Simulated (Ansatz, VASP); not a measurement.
# ZnS in VASP and in Ansatz

File INCAR:

```
SYSTEM = ZnS
  ALGO = Normal
  EDIFF = 1E-7
  ENCUT = 520
  GGA = PE
  ISIF = 2
  ISMEAR = 0
  IVDW = 12
  LASPH = .True.
  LCHARG = .True.
  LELF = .True.
  LREAL = .False.
  LVHAR = .True.
  LWAVE = .False.
  NBANDS = 16
  NELM = 80
  PREC = Accurate
  SIGMA = 0.05
```

File KPOINTS:

```
k-points
0
Gamma
  8 8 8
  0 0 0
```

File POSCAR:

```
ZnS
1.0
    0.0000000000      2.7232288872      2.7232288872
    2.7232288872      0.0000000000      2.7232288872
    2.7232288872      2.7232288872      0.0000000000
Zn S
1 1
Direct
    0.0000000000      0.0000000000      0.0000000000
    0.7500000000      0.7500000000      0.7500000000
```

Input for Ansatz:

```yaml
crystal:
  lattice:
    - [0.0, 2.7232288872, 2.7232288872]
    - [2.7232288872, 0.0, 2.7232288872]
    - [2.7232288872, 2.7232288872, 0.0]
  atoms:
    - { symbol: Zn, position: [0.0, 0.0, 0.0] }
    - { symbol: S, position: [0.75, 0.75, 0.75] }
basis:
  ecutwfc: 420
  ecutrho_ratio: 4
kpoints:
  mp_grid: { grid: [8, 8, 8] }
hamiltonian:
  xc: pbe
  dispersion: d3bj
scf:
  occupations: { method: gaussian, width: 0.05 }
output:
  forces: true
  stress: true
  eigenvalues: true
```

Alike in both runs: task single point; functional PBE; dispersion D3(BJ); k mesh 8 × 8 × 8; occupations gaussian, width 0.05 eV; no spin polarisation.

|  | VASP | Ansatz |
| --- | --- | --- |
| version | VASP 6.6.1 | Ansatz 0.2.0 |
| potentials or method | VASP PAW PBE potentials, release 64 (Zn, S), cutoff 520 eV | scalar-relativistic, plane waves, PAW |
| valence electrons in the cell | 18 | 18 |

Ansatz gave:

- gap on the k mesh at the Fermi level (eV): 2.01
- least direct gap on the mesh (eV): 2.01
- pressure (GPa): -2.8

Problem. Which values does VASP return?

Solution. gap on the k mesh at the Fermi level (eV): 2.01; least direct gap on the mesh (eV): 2.01; pressure (GPa): -2.6.
